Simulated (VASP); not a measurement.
# Li2AlF5 in VASP: a series of runs, part 2 of 2

VASP 6.6.1. The steps go on from the part before.

## (3) Single point, PBE

INCAR

```
SYSTEM = Li2AlF5
PREC = Accurate
ENCUT = 520
EDIFF = 1E-6
ISMEAR = -1
SIGMA = 0.05
LREAL = Auto
LASPH = .TRUE.
NELM = 60
ALGO = Normal
ISIF = 2
LWAVE = .FALSE.
LCHARG = .FALSE.
GGA = PE
NBANDS = 84
ISYM = 0
```

KPOINTS

```
Automatic mesh
0
G
  1 1 1
  0 0 0
```

POSCAR

```
Li2AlF5
1.0
    6.1911310000     -0.0229290000     -0.1913040000
   -0.0229290000      6.2658620000     -0.0128380000
   -0.1913040000     -0.0128380000      6.2422390000
Al F Li
3 15 6
Direct
    0.5337061842      0.4509944418      0.3773629934
    0.1073048006      0.1142134655      0.8815564592
    0.6134544072      0.8995738404      0.9174051187
    0.8158920382      0.1181419895      0.8756670671
    0.6472472350      0.9485570075      0.2003876429
    0.8275240272      0.7110511863      0.9294524179
    0.3819907601      0.7299574746      0.9450175737
    0.5743222307      0.9297090361      0.6496250375
    0.8164238254      0.5991045701      0.3875819955
    0.3720339880      0.2331960603      0.3888429073
    0.0793385051      0.9484363538      0.6381956537
    0.0875603060      0.3540780039      0.0733945448
    0.6296148240      0.3867621039      0.1328502619
    0.3780088686      0.1314003982      0.9063247221
    0.3451990783      0.6499956052      0.3502643215
    0.0873996285     -0.0330802024      0.1282934240
    0.5957283994      0.4429245829      0.6675382810
    0.1068216478      0.3413453714      0.6967345532
    0.1090343356      0.6653457652      0.1029520679
    0.3085542116      0.9408895314      0.4367597580
    0.7996169597      0.8686118222      0.4778308170
    0.8866864649      0.5044663251      0.7338014463
    0.8701040474      0.2181574480      0.2067181487
    0.3813115573      0.4427658048      0.8866130652
```

Potentials or basis: VASP PAW PBE potentials, release 64 (Al, F, Li_sv).

Command:

```
$ cat potpaw_PBE.64/Al/POTCAR potpaw_PBE.64/F/POTCAR potpaw_PBE.64/Li_sv/POTCAR > POTCAR
$ mpirun -np 1 vasp_gam > vasp.out
```

OUTCAR:

```text
SYSTEM = Li2AlF5
   PREC = Accurate
   ENCUT = 520
   EDIFF = 1E-6
   ISMEAR = -1
   LREAL = Auto
   LASPH = .TRUE.
   NELM = 60
   ISIF = 2
   GGA = PE
   ISYM = 0

 ion  position               nearest neighbor table
   1  0.534  0.451  0.377-  10 1.69  15 1.72  13 1.72  17 1.83   9 1.97  23 2.81
   2  0.107  0.114  0.882-  14 1.68   4 1.80  16 1.81  18 1.84  11 1.84  12 1.93  24 2.66  23 2.66
                            22 2.93   3 3.35
   3  0.613  0.900  0.917-   8 1.69   6 1.78   5 1.79   7 1.80   4 1.88  14 2.06   2 3.35
   4  0.816  0.118  0.876-   2 1.80   3 1.88  23 2.16
   5  0.647  0.949  0.200-   3 1.79  21 1.99  23 2.17
   6  0.828  0.711  0.929-   3 1.78  22 1.83  19 2.02
   7  0.382  0.730  0.945-   3 1.80  24 1.83  19 2.05
   8  0.574  0.930  0.650-   3 1.69  21 1.85  20 2.05
   9  0.816  0.599  0.388-  21 1.78   1 1.97
  10  0.372  0.233  0.389-   1 1.69  20 1.90
  11  0.079  0.948  0.638-   2 1.84  20 1.95  21 2.01
  12  0.088  0.354  0.073-  23 1.83   2 1.93  19 1.96
  13  0.630  0.387  0.133-   1 1.72  23 1.87  24 2.14
  14  0.378  0.131  0.906-   2 1.68  24 1.96   3 2.06
  15  0.345  0.650  0.350-   1 1.72  20 1.92  19 2.06
  16  0.087  0.967  0.128-   2 1.81  19 1.90  23 2.15
  17  0.596  0.443  0.668-   1 1.83  22 1.86  24 1.96
  18  0.107  0.341  0.697-  22 1.74   2 1.84  24 2.11
  19  0.109  0.665  0.103-  16 1.90  12 1.96   6 2.02   7 2.05  15 2.06
  20  0.309  0.941  0.437-  10 1.90  15 1.92  11 1.95   8 2.05
  21  0.800  0.869  0.478-   9 1.78   8 1.85   5 1.99  11 2.01
  22  0.887  0.504  0.734-  18 1.74   6 1.83  17 1.86   2 2.93
  23  0.870  0.218  0.207-  12 1.83  13 1.87  16 2.15   4 2.16   5 2.17   2 2.66   1 2.81
  24  0.381  0.443  0.887-   7 1.83  14 1.96  17 1.96  18 2.11  13 2.14   2 2.66

IMPORTANT INFORMATION: All symmetrisations will be switched off!
NOSYMM: (Re-)initialisation of all symmetry stuff for point group C_1.

----------------------------------------------------------------------------------------

                                     Primitive cell

  volume of cell :     241.9200

  direct lattice vectors                    reciprocal lattice vectors
     6.191131000 -0.022929000 -0.191304000     0.161676747  0.000601787  0.004956096
    -0.022929000  6.265862000 -0.012838000     0.000601787  0.159597873  0.000346677
    -0.191304000 -0.012838000  6.242239000     0.004956096  0.000346677  0.160351530

  length of vectors
     6.194128350  6.265917104  6.245182925     0.161753811  0.159599384  0.160428477

  position of ions in fractional coordinates (direct lattice)
     0.533706184  0.450994442  0.377362993
     0.107304801  0.114213466  0.881556459
     0.613454407  0.899573840  0.917405119
     0.815892038  0.118141990  0.875667067
     0.647247235  0.948557007  0.200387643
     0.827524027  0.711051186  0.929452418
[... 16 lines left out ...]
     0.870104047  0.218157448  0.206718149
     0.381311557  0.442765805  0.886613065

  ion indices of the primitive-cell ions
   primitive index   ion index
                 1           1
                 2           2
                 3           3
                 4           4
                 5           5
                 6           6
[... 16 lines left out ...]
                23          23
                24          24

----------------------------------------------------------------------------------------

 KPOINTS: Automatic mesh

Automatic generation of k-mesh.
 Grid dimensions read from file:
 generate k-points for:    1    1    1

 Generating k-lattice:

  Cartesian coordinates                     Fractional coordinates (reciprocal lattice)
     0.161676747  0.000601787  0.004956096     1.000000000 -0.000000000  0.000000000
     0.000601787  0.159597873  0.000346677    -0.000000000  1.000000000  0.000000000
     0.004956096  0.000346677  0.160351530     0.000000000  0.000000000  1.000000000

  Length of vectors
     0.161753811  0.159599384  0.160428477

  Shift w.r.t. Gamma in fractional coordinates (k-lattice)
     0.000000000  0.000000000  0.000000000

 Subroutine IBZKPT returns following result:
 ===========================================

 Found      1 irreducible k-points:

 Following reciprocal coordinates:
            Coordinates               Weight
  0.000000  0.000000  0.000000      1.000000
   k-points           NKPTS =      1   k-points in BZ     NKDIM =      1   number of bands    NBANDS=     84
   number of dos      NEDOS =    301   number of ions     NIONS =     24
   total plane-waves  NPLWV = 110592
   dimension x,y,z NGX =    48 NGY =   48 NGZ =   48
   dimension x,y,z NGXF=    96 NGYF=   96 NGZF=   96
   ions per type =               3  15   6
   NGX,Y,Z   is equivalent  to a cutoff of  12.88, 12.74, 12.78 a.u.
   NGXF,Y,Z  is equivalent  to a cutoff of  25.77, 25.47, 25.56 a.u.
 SYSTEM =  Li2AlF5
   PREC   = accura    normal or accurate (medium, high low for compatibility)
   ISTART =      0    job   : 0-new  1-cont  2-samecut
   ICHARG =      2    charge: 1-file 2-atom 10-const
   ISPIN  =      1    spin polarized calculation?
   LNONCOLLINEAR =      F non collinear calculations
   LSORBIT =      F    spin-orbit coupling
   LASPH  =      T    aspherical Exc in radial PAW
   ENCUT  =  520.0 eV  38.22 Ry    6.18 a.u.  11.52 11.65 11.61*2*pi/ulx,y,z
   NELM   =     60;   NELMIN=  2; NELMDL= -5     # of ELM steps
   EDIFF  = 0.1E-05   stopping-criterion for ELM
   LREAL  =      T    real-space projection
   EDIFFG = 0.1E-04   stopping-criterion for IOM
   NSW    =      0    number of steps for IOM
   IBRION =     -1    ionic relax: 0-MD 1-quasi-New 2-CG
   NFREE  =      0    steps in history (QN), initial steepest desc. (CG)
   ISIF   =      2    stress and relaxation
   ISYM   =      0    0-nonsym 1-usesym 2-fastsym
   POTIM  = 0.5000    time-step for ionic-motion
   TEBEG  =    0.0;   TEEND  =   0.0 temperature during run
   PSTRESS=    0.0 pullay stress
   NELECT =     132.0000    total number of electrons
   NUPDOWN=      -1.0000    fix difference up-down
   EMIN   =  10.00;   EMAX   =-10.00  energy-range for DOS
   EFERMI =   0.00;   METHOD = LEGACY
   ISMEAR =    -1;   SIGMA  =   0.05  broadening in eV -4-tet -1-fermi 0-gaus
   EFERMI_NEDOS =   21; number of points for ismear=-14 and -15
   IALGO  =     38    algorithm
   IMIX   =      4    mixing-type and parameters
     AMIX     =   0.40;   BMIX     =  1.00
     AMIX_MAG =   1.60;   BMIX_MAG =  1.00
  volume/ion in A,a.u.               =      10.08        68.02
  Fermi-wavevector in a.u.,A,eV,Ry     =   1.337752  2.527984 24.348711  1.789580
  Thomas-Fermi vector in A             =   2.466276
   LORBIT       =      0    0 simple, 1 ext, 2 COOP (PROOUT), +10 PAW based schemes
   GGA     = PE    functional components
   LHFCALC =     F    Hartree Fock is set to
   AEXX    =    0.0000 exact exchange contribution
   IVDW    =     0    specifies the selected vdW correction
   LEPSILON=     F    determine dielectric tensor
   LRPA    =     F    only Hartree local field effects (RPA)
 non-spin polarized calculation
  energy-cutoff  :      520.00
  volume of cell :      241.92
 maximum number of plane-waves:      3265
 NGX is ok and might be reduce to    48
   NGX = 23   NGY = 23   NGZ = 23

 number of electron     131.9999985 magnetization

 Free energy of the ion-electron system (eV)
  ---------------------------------------------------
  ext. energy  EPLUGINS =         0.00000000
  ---------------------------------------------------
  free energy    TOTEN  =      -124.28685328 eV

  energy without entropy =     -124.28685328  energy(sigma->0) =     -124.28685328

 E-fermi :   0.8695     XC(G=0):  -9.4480

 val. band max:       -0.4788239744   @ k =   0.0000   0.0000   0.0000
 cond. band min:       6.1478879392   @ k =   0.0000   0.0000   0.0000
 fundamental gap:      6.6267119136
 Fermi energy:         0.8694635011

 k-point     1 :       0.0000    0.0000    0.0000
  band No.  band energies     occupation
      1     -42.8526      2.00000
      2     -42.3052      2.00000
      3     -42.2862      2.00000
      4     -42.1442      2.00000
      5     -41.9696      2.00000
      6     -41.9122      2.00000
[... 70 lines left out ...]
     77      11.9426      0.00000
     78      12.2744      0.00000
 [bands above 78 left out]

------------------------ aborting loop because EDIFF is reached ----------------------------------------

  FORCE on cell =-STRESS in cart. coord.  units (eV):
  Direction    XX          YY          ZZ          XY          YZ          ZX
  --------------------------------------------------------------------------------------
  -------------------------------------------------------------------------------------
  Total        8.6435925     11.2265263      8.7410950     -0.9093298      2.2795745     -0.7848824
  in kB       57.2444043     74.3505446     57.8901392     -6.0222693     15.0970658     -5.1980845
  external PRESSURE =      63.1616961 kB  Pullay stress =       0.0000000 kB

 VOLUME and BASIS-vectors are now :
 -----------------------------------------------------------------------------
  energy-cutoff  :      520.00
  volume of cell :      241.92
      direct lattice vectors                 reciprocal lattice vectors
     6.191131000 -0.022929000 -0.191304000     0.161676747  0.000601787  0.004956096
    -0.022929000  6.265862000 -0.012838000     0.000601787  0.159597873  0.000346677
    -0.191304000 -0.012838000  6.242239000     0.004956096  0.000346677  0.160351530

 POSITION                                       TOTAL-FORCE (eV/Angst)
 -----------------------------------------------------------------------------------
      3.22171      2.80879      2.24770         0.674508      0.893856      1.340813
      0.49307      0.70187      5.48089        -1.602134      0.599998     -0.507398
      3.60185      5.61076      5.59776        -0.339152      0.412237      1.795438
      4.88107      0.71031      5.30852        -0.240806      0.198891      0.376044
      3.94711      5.92611      1.11487         0.350739      0.477170      0.170241
      4.92920      4.42444      5.63443         0.023844     -0.109287     -0.445701
[... 16 lines left out ...]
      5.34238      1.34434      1.12113         0.069865     -0.029203     -0.411830
      2.18099      2.75418      5.45582         0.566116     -0.329466     -0.354110
 -----------------------------------------------------------------------------------
    total drift:                               -0.012488     -0.010361     -0.001577

  FREE ENERGIE OF THE ION-ELECTRON SYSTEM (eV)
  ---------------------------------------------------
  free  energy   TOTEN  =      -124.2868532777 eV

  energy  without entropy=     -124.2868532776  energy(sigma->0) =     -124.28685328
```

Wall time 57 s (1 thread of AMD EPYC 7R13, shared host); peak memory 0.26 GiB.

What came out:

```yaml
Free_energy: -124.2869 eV
Largest_force: 2.227 eV/Å
```

Forces on the atoms (eV/Å):
```
Al   0.675  0.894  1.341
Al  -1.602  0.600 -0.507
Al  -0.339  0.412  1.795
F   -0.241  0.199  0.376
F    0.351  0.477  0.170
F    0.024 -0.109 -0.446
F    0.027 -0.319 -0.283
F   -0.291 -0.793 -2.061
F   -0.410 -0.577  0.977
F   -0.221 -0.783  0.090
F   -0.052 -0.377  0.112
F    0.213  0.516 -0.034
F   -0.366 -0.289 -0.348
F    2.059 -0.389  0.240
F   -0.318  0.360  0.040
F    0.276 -0.234  0.295
F   -0.244  0.156 -0.832
F    0.273  0.065 -0.080
Li  -0.210 -0.013  0.344
Li   0.282  0.342 -0.038
Li   0.033  0.132 -0.181
Li  -0.554  0.089 -0.206
Li   0.070 -0.029 -0.412
Li   0.566 -0.329 -0.354
```

Levels at points of the mesh, in eV from the Fermi level:
```
           k point  band 63  band 64  band 65  band 66  band 67  band 68  band 69  band 70
(0.00, 0.00, 0.00)    -1.85    -1.80    -1.61    -1.35     5.28     7.50     8.44     9.02
```

Caveat: the k points lie up to 1.02 Å⁻¹ apart, too coarse for converged energies, forces and pressures; the cutoff is under 1.25 times the usual one of these potentials, so pressure, stress and relaxed cells hold a basis-set (Pulay) error; the atoms stand as in a frame of molecular dynamics.

## (4) Single point, PBE

INCAR

```
SYSTEM = Li2AlF5
ALGO     = Normal         ! electronic algorithm
EDIFF    = 1E-7           ! SCF threshold, eV
ENCUT    = 520            ! plane-wave cutoff, eV
GGA      = PE             ! functional
ISIF     = 2              ! what is computed and relaxed
ISMEAR   = -1             ! smearing method
ISYM     = 0            
LASPH    = .TRUE.         ! aspherical terms in the spheres
LCHARG   = .FALSE.        ! write CHGCAR
LREAL    = Auto         
LWAVE    = .FALSE.        ! write WAVECAR
NBANDS   = 84             ! bands
NELM     = 100            ! most SCF steps
PREC     = Accurate       ! precision mode
SIGMA    = 0.05           ! smearing width, eV
```

KPOINTS

```
k-points
0
G
  1 1 1
  0 0 0
```

POSCAR

```
Li2AlF5
1.0
    6.1911310000     -0.0229290000     -0.1913040000
   -0.0229290000      6.2658620000     -0.0128380000
   -0.1913040000     -0.0128380000      6.2422390000
Al F Li
3 15 6
Direct
    0.5537026912      0.4714634280      0.4085471875
    0.0836671125      0.1117699054      0.8496961996
    0.5788553411      0.8857085598      0.9120605713
    0.7828252135      0.1261341187      0.8960571526
    0.6239124102      0.9434167951      0.1994671342
    0.8129229974      0.7182827857      0.9093550784
    0.3560213785      0.7192719404      0.9484736690
    0.5654873691      0.8856932579      0.6269409944
    0.8089792867      0.5870022165      0.4554288786
    0.4190491486      0.2214676791      0.3790727943
    0.0470770553      0.9291642590      0.6283371463
    0.0635845556      0.3772840033      0.0276187041
    0.6144686600      0.4228867352      0.1342711057
    0.3648506682      0.1077679589      0.8737730031
    0.3232375303      0.6281538016      0.3466678977
    0.0616251130     -0.0268328541      0.1265023096
    0.5599341578      0.4418109393      0.6866058177
    0.0728423233      0.3163459478      0.6507907302
    0.0850492558      0.6649501959      0.1292311771
    0.3317196693      0.9299186076      0.4045541343
    0.8173035572      0.8897650179      0.4344026627
    0.8586224417      0.4821431834      0.7539568193
    0.8466710800      0.2307572993      0.1781485820
    0.3935287156      0.4110362115      0.9440690272
```

Command:

```
$ cat potpaw_PBE.64/Al/POTCAR potpaw_PBE.64/F/POTCAR potpaw_PBE.64/Li_sv/POTCAR > POTCAR
$ mpirun -np 1 vasp_gam > vasp.out
```

It took 66 s on 1 thread of AMD EPYC 7R13, shared host; peak memory 0.27 GiB.

Results (log left out):

| Quantity | Value |
| --- | --- |
| Free energy | -124.2966 eV |
| Largest force | 2.360 eV/Å |

Forces on the atoms (eV/Å):
```
Al  -2.236 -0.749 -0.086
Al  -1.639 -0.023  0.000
Al   0.783  0.386 -0.128
F    0.082 -0.243 -0.813
F    0.224 -0.281 -0.376
F   -0.213  0.094  0.533
F   -0.085 -0.347 -0.174
F   -0.062 -0.065 -0.286
F    0.538  0.149 -0.808
F   -0.026  0.130  0.310
F    0.375 -0.050  0.281
F    0.538 -0.387  0.270
F    0.861  0.154  0.703
F    0.502  0.114  0.671
F    0.069  0.372  0.268
F    0.701  0.399 -0.077
F   -0.246 -0.039  0.361
F   -0.125 -0.262  0.160
Li   0.089  0.037 -0.410
Li   0.286  0.495  0.140
Li  -0.401 -0.351  0.476
Li   0.013  0.164  0.019
Li   0.061 -0.076 -0.367
Li  -0.089  0.381 -0.667
```

Levels at points of the mesh, in eV from the Fermi level:
| k point | band 64 | band 65 | band 66 | band 67 | band 68 | band 69 |
| --- | --- | --- | --- | --- | --- | --- |
| (0.00, 0.00, 0.00) | -1.68 | -1.66 | -1.22 | 5.06 | 7.32 | 8.22 |

Caveat: the k points lie up to 1.02 Å⁻¹ apart, too coarse for converged energies, forces and pressures; the cutoff is under 1.25 times the usual one of these potentials, so pressure, stress and relaxed cells hold a basis-set (Pulay) error; the atoms stand as in a frame of molecular dynamics.

## (5) The runs side by side

```tsv
cell	smearing	largest force (eV/Å)
as given, atomic positions A	fermi-dirac 0.0655 eV	2.83
as given, atomic positions B	fermi-dirac 0.05 eV	2.23
as given, atomic positions C	fermi-dirac 0.05 eV	2.36
```

Alike in all rows: task single point; level PBE; potentials or basis VASP PAW PBE potentials, release 64 (Al, F, Li_sv); no spin polarisation; k mesh 1 × 1 × 1; cutoff (eV) 520.

Caveats: all runs use coarse meshes; the cutoff is under 1.25 times the usual one of these potentials, so pressure, stress and relaxed cells hold a basis-set (Pulay) error; the atoms stand as in a frame of molecular dynamics.

Absolute energies hang on the potentials; compare differences alone.
